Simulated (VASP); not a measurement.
# Ti3H in VASP: a series of runs, part 2 of 2

VASP 6.6.1.

## Step 3: Single point, PBE

Contents of INCAR:

```
SYSTEM = Ti3H
ALGO = Normal ; DIPOL = 0.5 0.5 0.325
EDIFF = 1E-7 ; ENCUT = 520
GGA = PE ; IDIPOL = 3
ISIF = 2 ; ISMEAR = 0
LASPH = .True. ; LCHARG = .False.
LDIPOL = .True. ; LREAL = .False.
LWAVE = .False. ; NBANDS = 47
NELM = 100 ; PREC = Accurate
SIGMA = 0.1
```

Contents of KPOINTS:

```
k-points
0
Gamma
  6 6 1
  0 0 0
```

Contents of POSCAR:

```
Ti3H
1.0
    4.6037402164      0.0000000000      0.0000000000
   -2.3018701082      3.9869559799      0.0000000000
    0.0000000000      0.0000000000     22.4968206792
Ti H
6 2
Direct
    0.6666666667      0.3333333333      0.1778029019
    0.3333333333      0.6666666667      0.2195747837
    0.0000000000      0.0000000000      0.2613466656
    0.6666666667      0.3333333333      0.2980472718
    0.3333333333      0.6666666667      0.3304570052
    0.0000000000      0.0000000000      0.3776898434
    0.3376320199      1.0000000000      0.4688138306
    0.6623679801      1.0000000000      0.4688138306
```

Potentials or basis: VASP PAW PBE potentials, release 64 (Ti_sv, H).

Launch:

```bash
$ cat potpaw_PBE.64/Ti_sv/POTCAR potpaw_PBE.64/H/POTCAR > POTCAR
$ mpirun -np 1 vasp_std > vasp.out
```

Wall time 9 min (1 thread of Intel Xeon 6975P-C (Granite Rapids), shared host); peak memory 0.55 GiB.

Results (log left out):

```yaml
Free_energy: -46.3350 eV
Largest_force: 1.801 eV/Å
Band_gap_on_the_k_mesh: zero (band 37 reaches -0.93 eV, above the bottom of band 38 at -1.20 eV)
```

Forces in eV/Å, atoms in the order of the input:
```
Ti   0.000 -0.039  0.080
Ti   0.000 -0.040  0.493
Ti   0.000  0.007 -0.433
Ti   0.000  0.108 -0.228
Ti   0.000  0.072  0.148
Ti   0.000  0.092  0.859
H    1.738 -0.100 -0.460
H   -1.738 -0.100 -0.460
```

Levels at points of the mesh, in eV from the Fermi level:
| k point | band 34 | band 35 | band 36 | band 37 | band 38 | band 39 | band 40 | band 41 |
| --- | --- | --- | --- | --- | --- | --- | --- | --- |
| (0.00, 0.00, 0.00) | -0.46 | -0.46 | -0.16 | -0.16 | -0.14 | 0.03 | 0.04 | 0.57 |
| (0.50, 0.00, 0.00) | -0.37 | -0.34 | -0.19 | -0.14 | -0.02 | 0.07 | 0.35 | 0.42 |
| (0.00, 0.50, 0.00) | -0.38 | -0.27 | -0.25 | -0.10 | 0.04 | 0.20 | 0.39 | 0.68 |

## Step 4: Single point, PBE

Contents of INCAR:

```
ALGO = Normal ; DIPOL = 0.5 0.5 0.308
EDIFF = 1E-6 ; ENCUT = 520
GGA = PE ; IDIPOL = 3
ISIF = 2 ; ISMEAR = 0
LASPH = True ; LCHARG = False
LDIPOL = True ; LREAL = False
LWAVE = False ; NBANDS = 47
NELM = 60 ; PREC = Accurate
SIGMA = 0.1
```

Contents of KPOINTS:

```
k-points
0
Gamma
  6 6 1
```

Edit POSCAR of step 3 so:

```diff
@@ -14,3 +14,3 @@
     0.0000000000      0.0000000000      0.3776898434
-    0.3376320199      1.0000000000      0.4688138306
-    0.6623679801      1.0000000000      0.4688138306
+    0.2991850199      1.0000000000      0.3976926699
+    0.7008149801      1.0000000000      0.3976926699
```

Launch:

```bash
$ cat potpaw_PBE.64/Ti_sv/POTCAR potpaw_PBE.64/H/POTCAR > POTCAR
$ mpirun -np 1 vasp_std > vasp.out
```

Run time: 8.4 min. Hardware: 1 thread of Intel Xeon 6975P-C (Granite Rapids), shared host; peak memory 0.55 GiB.

The run converged. Its results:

```
Free energy            : -47.1561 eV
Largest force          : 5.171 eV/Å
Band gap on the k mesh : zero (band 37 reaches -0.36 eV, above the bottom of band 38 at -0.65 eV)
```

Forces in eV/Å, atoms in the order of the input:
```
Ti   0.000 -0.035  0.060
Ti   0.000  0.082  0.432
Ti   0.000 -0.129 -0.936
Ti   0.000 -0.122 -0.207
Ti   0.000  0.985  1.369
Ti   0.000  0.485 -3.638
H    4.920 -0.633  1.460
H   -4.920 -0.633  1.460
```

Levels at points of the mesh, in eV from the Fermi level:
```
           k point  band 35  band 36  band 37  band 38  band 39  band 40
(0.00, 0.00, 0.00)    -0.42    -0.40    -0.17    -0.10    -0.03     0.11
(0.50, 0.00, 0.00)    -0.37    -0.21    -0.10     0.00     0.16     0.42
(0.00, 0.50, 0.00)    -0.36    -0.25    -0.13     0.06     0.12     0.51
```

## Step 5: Single point, PBE

Contents of INCAR:

```
SYSTEM = Ti3H
ALGO     = Normal         ! electronic algorithm
DIPOL    = 0.5 0.5 0.315
EDIFF    = 1E-7           ! SCF threshold, eV
ENCUT    = 520            ! plane-wave cutoff, eV
GGA      = PE             ! functional
IDIPOL   = 3            
ISIF     = 2              ! what is computed and relaxed
ISMEAR   = 0              ! smearing method
LASPH    = .True.         ! aspherical terms in the spheres
LCHARG   = .False.        ! write CHGCAR
LDIPOL   = .True.       
LREAL    = .False.        ! projectors in reciprocal space
LWAVE    = .False.        ! write WAVECAR
NBANDS   = 47             ! bands
NELM     = 100            ! most SCF steps
PREC     = Accurate       ! precision mode
SIGMA    = 0.1            ! smearing width, eV
```

Contents of KPOINTS:

```
k-points
0
Gamma
  6 6 1
  0 0 0
```

Edit POSCAR of step 4 so:

```diff
@@ -14,3 +14,3 @@
     0.0000000000      0.0000000000      0.3776898434
-    0.2991850199      1.0000000000      0.3976926699
-    0.7008149801      1.0000000000      0.3976926699
+    0.2991850199      1.0000000000      0.4261411342
+    0.7008149801      1.0000000000      0.4261411342
```

Potentials or basis: VASP PAW PBE potentials, release 64 (Ti_sv, H).

Launch:

```bash
$ cat potpaw_PBE.64/Ti_sv/POTCAR potpaw_PBE.64/H/POTCAR > POTCAR
$ mpirun -np 1 vasp_std > vasp.out
```

OUTCAR:

```text
SYSTEM = Ti3H
   EDIFF = 1E-7
   ENCUT = 520
   GGA = PE
   ISIF = 2
   ISMEAR = 0
   LASPH = .True.
   LREAL = .False.
   NELM = 100
   PREC = Accurate

 ion  position               nearest neighbor table
   1  0.667  0.333  0.178-   4 2.71   2 2.82   2 2.82   2 2.82
   2  0.333  0.667  0.220-   5 2.49   1 2.82   1 2.82   3 2.82   1 2.82   3 2.82   3 2.82
   3  0.000  0.000  0.261-   6 2.62   4 2.78   4 2.78   4 2.78   2 2.82   2 2.82   2 2.82
   4  0.667  0.333  0.298-   1 2.71   5 2.76   5 2.76   5 2.76   3 2.78   3 2.78   3 2.78
   5  0.333  0.667  0.330-   2 2.49   4 2.76   4 2.76   4 2.76   6 2.86   6 2.86   6 2.86
   6  0.000  0.000  0.378-   7 1.76   8 1.76   3 2.62   5 2.86   5 2.86   5 2.86
[... 859 lines left out ...]
  external PRESSURE =      -2.8038014 kB  Pullay stress =       0.0000000 kB

 VOLUME and BASIS-vectors are now :
 -----------------------------------------------------------------------------
  energy-cutoff  :      520.00
  volume of cell :      412.93
      direct lattice vectors                 reciprocal lattice vectors
     4.603740216  0.000000000  0.000000000     0.217214689  0.125408959  0.000000000
    -2.301870108  3.986955980  0.000000000     0.000000000  0.250817918  0.000000000
     0.000000000  0.000000000 22.496820679     0.000000000  0.000000000  0.044450725

 POSITION                                       TOTAL-FORCE (eV/Angst)
 -----------------------------------------------------------------------------------
      2.30187      1.32899      4.00000        -0.000000     -0.051246      0.079550
     -0.00000      2.65797      4.93973        -0.000000      0.105723      0.488046
      0.00000      0.00000      5.87947        -0.000000     -0.098698     -1.056741
      2.30187      1.32899      6.70512        -0.000000      0.107732     -0.634408
     -0.00000      2.65797      7.43423         0.000000      0.447466      1.346016
      0.00000      0.00000      8.49682        -0.000000      0.251074      1.020558
      1.37737      0.00000      9.58682         0.322285     -0.381026     -0.621511
      3.22637      0.00000      9.58682        -0.322285     -0.381026     -0.621511
 -----------------------------------------------------------------------------------
    total drift:                                0.000000      0.000001      0.000490

  FREE ENERGIE OF THE ION-ELECTRON SYSTEM (eV)
  ---------------------------------------------------
  free  energy   TOTEN  =       -47.7825046286 eV

  energy  without entropy=      -47.7036782196  energy(sigma->0) =      -47.74309142

 vacuum level on the upper side and lower side of the slab         4.198         2.289
```

OSZICAR:

```text
N       E                     dE             d eps       ncg     rms          rms(c)
DAV:   1     0.822442952471E+03    0.82244E+03   -0.39724E+04  1582   0.146E+03
DAV:   2     0.622446870274E+02   -0.76020E+03   -0.74338E+03  1299   0.469E+02
DAV:   3    -0.374068579527E+02   -0.99652E+02   -0.97786E+02  2013   0.148E+02
DAV:   4    -0.565222776763E+02   -0.19115E+02   -0.18936E+02  1868   0.538E+01
[... 27 lines left out ...]
DAV:  32    -0.477825034717E+02   -0.10239E-05   -0.52421E-08   990   0.732E-04    0.320E-04
DAV:  33    -0.477825040632E+02   -0.59157E-06   -0.19153E-08   892   0.706E-04    0.177E-04
DAV:  34    -0.477825043945E+02   -0.33125E-06   -0.11966E-08   870   0.549E-04    0.114E-04
DAV:  35    -0.477825045860E+02   -0.19156E-06   -0.89057E-09   870   0.352E-04    0.777E-05
DAV:  36    -0.477825046286E+02   -0.42606E-07   -0.31496E-09   870   0.293E-04
   1 F= -.47782505E+02 E0= -.47743091E+02  d E =-.788264E-01
```

It took 8.6 min on 1 thread of Intel Xeon 6975P-C (Granite Rapids), shared host; peak memory 0.56 GiB.

What came out:

| Quantity | Value |
| --- | --- |
| Free energy | -47.7825 eV |
| Largest force | 1.418 eV/Å |
| Band gap on the k mesh | zero (band 37 reaches -0.95 eV, above the bottom of band 38 at -1.22 eV) |

Forces in eV/Å, atoms in the order of the input:
```
Ti   0.000 -0.051  0.080
Ti   0.000  0.106  0.488
Ti   0.000 -0.099 -1.057
Ti   0.000  0.108 -0.634
Ti   0.000  0.447  1.346
Ti   0.000  0.251  1.021
H    0.322 -0.381 -0.622
H   -0.322 -0.381 -0.622
```
